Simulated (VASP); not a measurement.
# Cd3Te2Se (I-4m2) in VASP: single point with PBE

Aim: the single point of Cd3Te2Se with PBE.

Everything below comes from runs of VASP 6.6.1. Logs are shortened: lines on timing, memory, paths and dates and some standing lists are left out, and cuts for length are marked.

## 1. The cell of the first run

It takes space group I-4m2 (No. 119, tetragonal). Conventional cell: a = 4.584 Å, b = 4.584 Å, c = 19.390 Å, α = 90.00°, β = 90.00°, γ = 90.00°. Cd (site symmetry -4m2) has 4 Te at 2.85 Å within 3.8 Å. Cd (site symmetry 2mm) has 2 Se at 2.72 Å and 2 Te at 2.85 Å within 3.6 Å. Te (site symmetry 2mm) has 4 Cd at 2.85 Å within 3.8 Å. Within 3.6 Å of Se (site symmetry -4m2) lie 4 Cd at 2.72 Å.

## 2. Single point, PBE

INCAR reads:

```
PREC = Accurate
ENCUT = 520
EDIFF = 1E-6
ISMEAR = 0
SIGMA = 0.02
LREAL = False
LASPH = True
NELM = 100
ALGO = Normal
ISIF = 2
LWAVE = False
LCHARG = True
GGA = PE
LELF = True
LVHAR = True
NBANDS = 36
```

KPOINTS reads:

```
regular mesh
0
Gamma
  12 12 12
```

POSCAR reads:

```
Cd3Te2Se
1.0
   -2.2918493275      2.2918493275      9.6949646310
    2.2918493275     -2.2918493275      9.6949646310
    2.2918493275      2.2918493275     -9.6949646310
Cd Te Se
3 2 1
Direct
    0.0000000000      0.0000000000      0.0000000000
    0.3255767872      0.3255767872      0.0000000000
    0.6744232128      0.6744232128      0.0000000000
    0.4126646320      0.9126646320      0.5000000000
    0.0873353680      0.5873353680      0.5000000000
    0.7500000000      0.2500000000      0.5000000000
```

Potentials or basis: VASP PAW PBE potentials, release 64 (Cd, Te, Se).

On the command line:

```console
$ cat potpaw_PBE.64/Cd/POTCAR potpaw_PBE.64/Te/POTCAR potpaw_PBE.64/Se/POTCAR > POTCAR
$ mpirun -np 1 vasp_std > vasp.out
```

OUTCAR:

```text
PREC = Accurate
   ENCUT = 520
   EDIFF = 1E-6
   ISMEAR = 0
   LREAL = False
   LASPH = True
   NELM = 100
   ISIF = 2
   GGA = PE

 ion  position               nearest neighbor table
   1  0.000  0.000  0.000-   5 2.85   4 2.85   5 2.85   4 2.85
   2  0.326  0.326  0.000-   6 2.72   6 2.72   4 2.85   4 2.85
   3  0.674  0.674  0.000-   6 2.72   6 2.72   5 2.85   5 2.85
   4  0.413  0.913  0.500-   2 2.85   2 2.85   1 2.85   1 2.85
   5  0.087  0.587  0.500-   3 2.85   3 2.85   1 2.85   1 2.85
   6  0.750  0.250  0.500-   2 2.72   3 2.72   2 2.72   3 2.72

  LATTYP: Found a body centered tetragonal cell.
 ALAT       =     4.5836986550
 C/A-ratio  =     4.2301928467

  Lattice vectors:

 A1 = (  -2.2918493275,   2.2918493275,   9.6949646310)
 A2 = (   2.2918493275,  -2.2918493275,   9.6949646310)
 A3 = (   2.2918493275,   2.2918493275,  -9.6949646310)

Analysis of symmetry for initial positions (statically):
=====================================================================
 Subroutine PRICEL returns:
 Original cell was already a primitive cell.

 Routine SETGRP: Setting up the symmetry group for a
 body centered tetragonal supercell.

 Subroutine GETGRP returns: Found  8 space group operations
 (whereof  8 operations were pure point group operations)
 out of a pool of 16 trial point group operations.

The static configuration has the point symmetry D_2d.

Analysis of symmetry for dynamics (positions and initial velocities):
=====================================================================
 Subroutine PRICEL returns:
 Original cell was already a primitive cell.

 Routine SETGRP: Setting up the symmetry group for a
 body centered tetragonal supercell.

 Subroutine GETGRP returns: Found  8 space group operations
 (whereof  8 operations were pure point group operations)
 out of a pool of 16 trial point group operations.

The dynamic configuration has the point symmetry D_2d.

 Subroutine INISYM returns: Found  8 space group operations
 (whereof  8 operations are pure point group operations),
 and found     1 'primitive' translations

----------------------------------------------------------------------------------------

                                     Primitive cell

  volume of cell :     203.6941

  direct lattice vectors                    reciprocal lattice vectors
    -2.291849328  2.291849328  9.694964631     0.000000000  0.218164429  0.051573164
     2.291849328 -2.291849328  9.694964631     0.218164429  0.000000000  0.051573164
     2.291849328  2.291849328 -9.694964631     0.218164429  0.218164429  0.000000000

  length of vectors
    10.222401180 10.222401180 10.222401180     0.224177406  0.224177406  0.308531094

  position of ions in fractional coordinates (direct lattice)
     0.000000000  0.000000000  0.000000000
     0.325576787  0.325576787  0.000000000
     0.674423213  0.674423213  0.000000000
     0.412664632  0.912664632  0.500000000
     0.087335368  0.587335368  0.500000000
     0.750000000  0.250000000  0.500000000

  ion indices of the primitive-cell ions
   primitive index   ion index
                 1           1
                 2           2
                 3           3
                 4           4
                 5           5
                 6           6

----------------------------------------------------------------------------------------

 KPOINTS: regular mesh

Automatic generation of k-mesh.
 Grid dimensions read from file:
 generate k-points for:   12   12   12

 Generating k-lattice:

  Cartesian coordinates                     Fractional coordinates (reciprocal lattice)
     0.000000000  0.018180369  0.004297764     0.083333333  0.000000000  0.000000000
     0.018180369  0.000000000  0.004297764     0.000000000  0.083333333  0.000000000
     0.018180369  0.018180369  0.000000000     0.000000000  0.000000000  0.083333333

  Length of vectors
     0.018681450  0.018681450  0.025710925

  Shift w.r.t. Gamma in fractional coordinates (k-lattice)
     0.000000000  0.000000000  0.000000000

 Subroutine IBZKPT returns following result:
 ===========================================

 Found    163 irreducible k-points:

 Following reciprocal coordinates:
            Coordinates               Weight
  0.000000  0.000000  0.000000      1.000000
  0.083333  0.000000  0.000000      8.000000
  0.166667  0.000000  0.000000      8.000000
  0.250000  0.000000 -0.000000      8.000000
  0.333333  0.000000 -0.000000      8.000000
  0.416667  0.000000  0.000000      8.000000
[... 16 lines left out ...]
  0.500000  0.166667 -0.000000     16.000000
 -0.416667  0.166667  0.000000     16.000000
 [... further k-points ...]
   k-points           NKPTS =    163   k-points in BZ     NKDIM =    163   number of bands    NBANDS=     36
   number of dos      NEDOS =    301   number of ions     NIONS =      6
   total plane-waves  NPLWV = 512000
   dimension x,y,z NGX =    80 NGY =   80 NGZ =   80
   dimension x,y,z NGXF=   160 NGYF=  160 NGZF=  160
   ions per type =               3   2   1
   NGX,Y,Z   is equivalent  to a cutoff of  13.01, 13.01, 13.01 a.u.
   NGXF,Y,Z  is equivalent  to a cutoff of  26.02, 26.02, 26.02 a.u.
 SYSTEM =  unknown system
   PREC   = accura    normal or accurate (medium, high low for compatibility)
   ISTART =      0    job   : 0-new  1-cont  2-samecut
   ICHARG =      2    charge: 1-file 2-atom 10-const
   ISPIN  =      1    spin polarized calculation?
   LNONCOLLINEAR =      F non collinear calculations
   LSORBIT =      F    spin-orbit coupling
   LASPH  =      T    aspherical Exc in radial PAW
   ENCUT  =  520.0 eV  38.22 Ry    6.18 a.u.  19.01 19.01 19.01*2*pi/ulx,y,z
   NELM   =    100;   NELMIN=  2; NELMDL= -5     # of ELM steps
   EDIFF  = 0.1E-05   stopping-criterion for ELM
   LREAL  =      F    real-space projection
   EDIFFG = 0.1E-04   stopping-criterion for IOM
   NSW    =      0    number of steps for IOM
   IBRION =     -1    ionic relax: 0-MD 1-quasi-New 2-CG
   NFREE  =      0    steps in history (QN), initial steepest desc. (CG)
   ISIF   =      2    stress and relaxation
   ISYM   =      2    0-nonsym 1-usesym 2-fastsym
   POTIM  = 0.5000    time-step for ionic-motion
   TEBEG  =    0.0;   TEEND  =   0.0 temperature during run
   PSTRESS=    0.0 pullay stress
   NELECT =      54.0000    total number of electrons
   NUPDOWN=      -1.0000    fix difference up-down
   EMIN   =  10.00;   EMAX   =-10.00  energy-range for DOS
   EFERMI =   0.00;   METHOD = LEGACY
   ISMEAR =     0;   SIGMA  =   0.02  broadening in eV -4-tet -1-fermi 0-gaus
   EFERMI_NEDOS =   21; number of points for ismear=-14 and -15
   IALGO  =     38    algorithm
   IMIX   =      4    mixing-type and parameters
     AMIX     =   0.40;   BMIX     =  1.00
     AMIX_MAG =   1.60;   BMIX_MAG =  1.00
  volume/ion in A,a.u.               =      33.95       229.10
  Fermi-wavevector in a.u.,A,eV,Ry     =   1.051671  1.987370 15.048210  1.106012
  Thomas-Fermi vector in A             =   2.186724
   LORBIT       =      0    0 simple, 1 ext, 2 COOP (PROOUT), +10 PAW based schemes
   GGA     = PE    functional components
   LHFCALC =     F    Hartree Fock is set to
   AEXX    =    0.0000 exact exchange contribution
   IVDW    =     0    specifies the selected vdW correction
   LEPSILON=     F    determine dielectric tensor
   LRPA    =     F    only Hartree local field effects (RPA)
 non-spin polarized calculation
 Gauss-broadening in eV      SIGMA  =   0.02
  energy-cutoff  :      520.00
  volume of cell :      203.69
 maximum number of plane-waves:      5522
 NGX is ok and might be reduce to    80
   NGX = 39   NGY = 39   NGZ = 39

 number of electron      53.9999998 magnetization

 Free energy of the ion-electron system (eV)
  ---------------------------------------------------
  ext. energy  EPLUGINS =         0.00000000
  ---------------------------------------------------
  free energy    TOTEN  =       -15.06315230 eV

  energy without entropy =      -15.06315230  energy(sigma->0) =      -15.06315230

 E-fermi :   1.5824     XC(G=0):  -8.4252

 val. band max:        1.4905851908   @ k =   0.0000   0.0000   0.0000
 cond. band min:       1.9438488798   @ k =   0.0000   0.0000   0.0000
 fundamental gap:      0.4532636890
 Fermi energy:         1.5823717949

 k-point     1 :       0.0000    0.0000    0.0000
  band No.  band energies     occupation
      1     -10.7814      2.00000
      2      -9.2154      2.00000
      3      -8.9979      2.00000
      4      -6.5538      2.00000
      5      -6.5538      2.00000
      6      -6.5495      2.00000
[... 28 lines left out ...]
     35       6.4888      0.00000
     36       8.7718      0.00000

 k-point     2 :       0.0833    0.0000    0.0000
  band No.  band energies     occupation
      1     -10.7745      2.00000
      2      -9.2041      2.00000
      3      -8.9936      2.00000
      4      -6.5510      2.00000
      5      -6.5458      2.00000
      6      -6.5408      2.00000
[... 28 lines left out ...]
     35       6.5965      0.00000
     36       8.1374      0.00000

 k-point     3 :       0.1667    0.0000    0.0000
  band No.  band energies     occupation
      1     -10.7555      2.00000
      2      -9.1720      2.00000
      3      -8.9825      2.00000
      4      -6.5427      2.00000
      5      -6.5342      2.00000
      6      -6.5027      2.00000
[... 28 lines left out ...]
     35       6.8658      0.00000
     36       7.6200      0.00000
[... 742 lines left out ...]
 k-point    23 :       0.5000    0.1667   -0.0000
  band No.  band energies     occupation
      1     -10.6562      2.00000
      2      -8.9586      2.00000
      3      -8.9576      2.00000
      4      -6.4894      2.00000
      5      -6.4821      2.00000
      6      -6.4772      2.00000
[... 28 lines left out ...]
     35       7.4371      0.00000
     36       7.6089      0.00000

 k-point    24 :      -0.4167    0.1667    0.0000
  band No.  band energies     occupation
      1     -10.6629      2.00000
      2      -8.9905      2.00000
      3      -8.9418      2.00000
      4      -6.4873      2.00000
      5      -6.4804      2.00000
      6      -6.4793      2.00000
[... 28 lines left out ...]
     35       7.5556      0.00000
     36       7.6307      0.00000

 [... further k-points ...]

------------------------ aborting loop because EDIFF is reached ----------------------------------------

  FORCE on cell =-STRESS in cart. coord.  units (eV):
  Direction    XX          YY          ZZ          XY          YZ          ZX
  --------------------------------------------------------------------------------------
  -------------------------------------------------------------------------------------
  Total        0.2265808      0.2265808      0.2053416      0.0000000      0.0000000     -0.0000000
  in kB        1.7821957      1.7821957      1.6151365      0.0000000      0.0000000     -0.0000000
  external PRESSURE =       1.7265093 kB  Pullay stress =       0.0000000 kB

 VOLUME and BASIS-vectors are now :
 -----------------------------------------------------------------------------
  energy-cutoff  :      520.00
  volume of cell :      203.69
      direct lattice vectors                 reciprocal lattice vectors
    -2.291849328  2.291849328  9.694964631     0.000000000  0.218164429  0.051573164
     2.291849328 -2.291849328  9.694964631     0.218164429  0.000000000  0.051573164
     2.291849328  2.291849328 -9.694964631     0.218164429  0.218164429  0.000000000

 POSITION                                       TOTAL-FORCE (eV/Angst)
 -----------------------------------------------------------------------------------
      0.00000      0.00000      0.00000         0.000000     -0.000000      0.000000
      0.00000      0.00000      6.31291        -0.000000      0.000000      0.007596
      0.00000      0.00000     13.07702        -0.000000      0.000000     -0.007596
      2.29185     -0.00000      8.00154         0.000000     -0.000000      0.005581
      2.29185      0.00000      1.69343         0.000000     -0.000000     -0.005581
     -0.00000      2.29185      4.84748         0.000000     -0.000000     -0.000000
 -----------------------------------------------------------------------------------
    total drift:                                0.000001     -0.000001     -0.000000

  FREE ENERGIE OF THE ION-ELECTRON SYSTEM (eV)
  ---------------------------------------------------
  free  energy   TOTEN  =       -15.0631522965 eV

  energy  without entropy=      -15.0631522965  energy(sigma->0) =      -15.06315230
```

Wall time 2.1 h (1 thread of Oxide Virtual Turin-like, shared host); peak memory 1.6 GiB.

Results:

| Property | Result |
| --- | --- |
| Free energy | -15.0632 eV |
| Pressure | 0.2 GPa |
| Largest force | 0.008 eV/Å |
| Band gap on the k mesh | 0.45 eV |

Forces in eV/Å, atoms in the order of the input:
```
Cd   0.000  0.000  0.000
Cd   0.000  0.000  0.008
Cd   0.000  0.000 -0.008
Te   0.000  0.000  0.006
Te   0.000  0.000 -0.006
Se   0.000  0.000  0.000
```

Caveat: semilocal functionals underestimate gaps, and a narrow one can read as zero; spin-orbit coupling is left out, which moves the levels of the heavy elements.
